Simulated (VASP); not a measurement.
# C in VASP: settings compared, part 2 of 2

VASP 6.6.1.

## Step 3: Single point, PBEsol

Input file POSCAR:

```
C
1.0
    2.4699988104      0.0000000000      0.0000000000
   -1.2349994052      2.1390817171      0.0000000000
    0.0000000000      0.0000000000     25.2189500000
C
8
Direct
    0.0000000000      0.0000000000      0.2973954110
    0.6666666667      0.3333333334      0.2987416209
    0.0000000000      0.0000000000      0.4320164004
    0.3333333333      0.6666666666      0.4333626103
    0.0000000000      0.0000000000      0.5666373897
    0.6666666667      0.3333333334      0.5679835996
    0.0000000000      0.0000000000      0.7012583791
    0.3333333333      0.6666666666      0.7026045890
```

Input file INCAR.step1:

```
SYSTEM = C
  PREC = Accurate
  ENCUT = 520
  EDIFF = 1E-6
  ISMEAR = -1
  SIGMA = 0.05
  LREAL = .False.
  LASPH = .True.
  NELM = 80
  ALGO = Normal
  ISIF = 2
  LWAVE = .False.
  LCHARG = .True.
  LDIPOL = .True.
  IDIPOL = 3
  DIPOL = 0.5 0.5 0.500
  GGA = PS
  NBANDS = 26
```

Input file KPOINTS.step1:

```
Automatic mesh
0
Gamma
  12 12 1
  0 0 0
```

Input file INCAR.step2:

```
SYSTEM = C
  PREC = Accurate
  ENCUT = 520
  EDIFF = 1E-6
  ISMEAR = -5
  SIGMA = 0.05
  LREAL = .False.
  LASPH = .True.
  NELM = 80
  ALGO = Normal
  ISIF = 2
  LWAVE = .False.
  LCHARG = .False.
  LDIPOL = .True.
  IDIPOL = 3
  DIPOL = 0.5 0.5 0.500
  GGA = PS
  LORBIT = 11
  NEDOS = 2001
  ICHARG = 11
```

Input file KPOINTS.step2:

```
Automatic mesh
0
Gamma
  18 18 1
  0 0 0
```

Potentials or basis: VASP PAW PBE potentials, release 64 (C).

Command:

```
$ cat potpaw_PBE.64/C/POTCAR > POTCAR
$ cp INCAR.step1 INCAR
$ cp KPOINTS.step1 KPOINTS
$ mpirun -np 1 vasp_std > vasp.out
$ cp INCAR.step2 INCAR
$ cp KPOINTS.step2 KPOINTS
$ mpirun -np 1 vasp_std > vasp.out
```

OUTCAR:

```text
SYSTEM = C
   PREC = Accurate
   ENCUT = 520
   EDIFF = 1E-6
   ISMEAR = -5
   LREAL = .False.
   LASPH = .True.
   NELM = 80
   ISIF = 2
   GGA = PS
   LORBIT = 11
   ICHARG = 11

 ion  position               nearest neighbor table
   1  0.000  0.000  0.297-   2 1.43   2 1.43   2 1.43
   2  0.667  0.333  0.299-   1 1.43   1 1.43   1 1.43
   3  0.000  0.000  0.432-   4 1.43   4 1.43   4 1.43
   4  0.333  0.667  0.433-   3 1.43   3 1.43   3 1.43
   5  0.000  0.000  0.567-   6 1.43   6 1.43   6 1.43
   6  0.667  0.333  0.568-   5 1.43   5 1.43   5 1.43
   7  0.000  0.000  0.701-   8 1.43   8 1.43   8 1.43
   8  0.333  0.667  0.703-   7 1.43   7 1.43   7 1.43
[... 804 lines left out ...]
     0.000000000  0.000000000 25.218950000     0.000000000  0.000000000  0.039652721

 POSITION                                       TOTAL-FORCE (eV/Angst)
 -----------------------------------------------------------------------------------
      0.00000      0.00000      7.50000         0.000000     -0.000000      0.563635
      1.23500      0.71303      7.53395         0.000000      0.000000     -0.596986
      0.00000      0.00000     10.89500         0.000000     -0.000000      0.565949
     -0.00000      1.42605     10.92895        -0.000000     -0.000000     -0.567655
      0.00000      0.00000     14.29000        -0.000000     -0.000000      0.572135
      1.23500      0.71303     14.32395        -0.000000      0.000000     -0.570124
      0.00000      0.00000     17.68500        -0.000000     -0.000000      0.581242
     -0.00000      1.42605     17.71895         0.000000      0.000000     -0.548195
 -----------------------------------------------------------------------------------
    total drift:                                0.000000     -0.000000      0.000188

  FREE ENERGIE OF THE ION-ELECTRON SYSTEM (eV)
  ---------------------------------------------------
  free  energy   TOTEN  =       -77.0969427477 eV

  energy  without entropy=      -77.0969427477  energy(sigma->0) =      -77.09694275

 vacuum level on the upper side and lower side of the slab         4.626         4.620

 total charge

# of ion       s       p       d       tot
------------------------------------------
    1        0.857   1.775   0.000   2.632
    2        0.857   1.776   0.000   2.633
    3        0.858   1.773   0.000   2.631
    4        0.857   1.778   0.000   2.635
    5        0.858   1.773   0.000   2.631
    6        0.857   1.777   0.000   2.634
    7        0.857   1.775   0.000   2.632
    8        0.857   1.775   0.000   2.632
--------------------------------------------------
tot          6.857  14.204   0.000  21.061
```

OUTCAR.step1:

```text
SYSTEM = C
   PREC = Accurate
   ENCUT = 520
   EDIFF = 1E-6
   ISMEAR = -1
   LREAL = .False.
   LASPH = .True.
   NELM = 80
   ISIF = 2
[... 792 lines left out ...]
      0.00000      0.00000     17.68500        -0.000000      0.000000      0.575492
     -0.00000      1.42605     17.71895        -0.000000      0.000000     -0.546330
 -----------------------------------------------------------------------------------
    total drift:                                0.000000     -0.000000     -0.000011

  FREE ENERGIE OF THE ION-ELECTRON SYSTEM (eV)
  ---------------------------------------------------
  free  energy   TOTEN  =       -77.0882363051 eV

  energy  without entropy=      -77.0841505229  energy(sigma->0) =      -77.08619341

 vacuum level on the upper side and lower side of the slab         4.626         4.620
```

OSZICAR.step1:

```text
N       E                     dE             d eps       ncg     rms          rms(c)
DAV:   1     0.185946839695E+03    0.18595E+03   -0.14223E+04   996   0.104E+03
DAV:   2    -0.636542112663E+02   -0.24960E+03   -0.23202E+03  1434   0.248E+02
DAV:   3    -0.813462825491E+02   -0.17692E+02   -0.17469E+02  1306   0.667E+01
[... 14 lines left out ...]
DAV:  18    -0.770881950008E+02   -0.95466E-04   -0.50112E-06  1000   0.725E-03    0.134E-03
DAV:  19    -0.770882245013E+02   -0.29500E-04   -0.10546E-06  1028   0.437E-03    0.673E-04
DAV:  20    -0.770882331617E+02   -0.86605E-05   -0.26007E-07   868   0.226E-03    0.442E-04
DAV:  21    -0.770882354594E+02   -0.22977E-05   -0.65081E-08   820   0.956E-04    0.106E-04
DAV:  22    -0.770882363051E+02   -0.84572E-06   -0.17500E-08   788   0.468E-04
   1 F= -.77088236E+02 E0= -.77086193E+02  d E =-.408578E-02
```

Wall time 2.5 min (1 thread of Intel Xeon Platinum 8259CL at 2.50GHz (Skylake/Cascade Lake), shared host); peak memory 0.24 GiB.

Results:

- Valence electrons inside the program's atomic spheres: C 2.63

## Step 4: Single point, BLYP

POSCAR is that of step 3.

Input file INCAR.step1:

```
SYSTEM = C
PREC = Accurate
ENCUT = 520
EDIFF = 1E-7
ISMEAR = -1
SIGMA = 0.05
LREAL = .FALSE.
LASPH = .TRUE.
NELM = 60
ALGO = Normal
ISIF = 2
LWAVE = .FALSE.
LCHARG = .TRUE.
LDIPOL = .TRUE.
IDIPOL = 3
DIPOL = 0.5 0.5 0.500
GGA = B5
ALDAX = 1.0
AGGAX = 1.0
AGGAC = 1.0
ALDAC = 0.0
NBANDS = 26
```

Input file KPOINTS.step1:

```
Automatic mesh
0
G
  12 12 1
  0 0 0
```

Input file INCAR.step2:

```
SYSTEM = C
PREC = Accurate
ENCUT = 520
EDIFF = 1E-7
ISMEAR = -5
SIGMA = 0.05
LREAL = .FALSE.
LASPH = .TRUE.
NELM = 60
ALGO = Normal
ISIF = 2
LWAVE = .FALSE.
LCHARG = .FALSE.
LDIPOL = .TRUE.
IDIPOL = 3
DIPOL = 0.5 0.5 0.500
GGA = B5
ALDAX = 1.0
AGGAX = 1.0
AGGAC = 1.0
ALDAC = 0.0
LORBIT = 11
NEDOS = 2001
ICHARG = 11
```

Input file KPOINTS.step2:

```
Automatic mesh
0
G
  18 18 1
  0 0 0
```

Command:

```
$ cat potpaw_PBE.64/C/POTCAR > POTCAR
$ cp INCAR.step1 INCAR
$ cp KPOINTS.step1 KPOINTS
$ mpirun -np 1 vasp_std > vasp.out
$ cp INCAR.step2 INCAR
$ cp KPOINTS.step2 KPOINTS
$ mpirun -np 1 vasp_std > vasp.out
```

Wall time 4.5 min (1 thread of Intel Xeon Platinum 8259CL at 2.50GHz (Skylake/Cascade Lake), shared host); peak memory 0.24 GiB.

Results (log left out):

| Quantity | Value |
| --- | --- |
| Valence electrons inside the program's atomic spheres | C 2.65 |

Levels at points of the mesh, in eV from the valence-band top:
```csv
k point,band 12,band 13,band 14,band 15,band 16,band 17,band 18,band 19,band 20,band 21
"(0.00, 0.00, 0.00)",-3.17,-3.15,-3.15,-3.15,-3.15,3.37,3.50,4.41,5.20,5.58
"(0.50, 0.00, 0.00)",-6.42,-2.63,-2.43,-2.22,-2.10,1.52,1.59,1.79,2.04,7.41
```
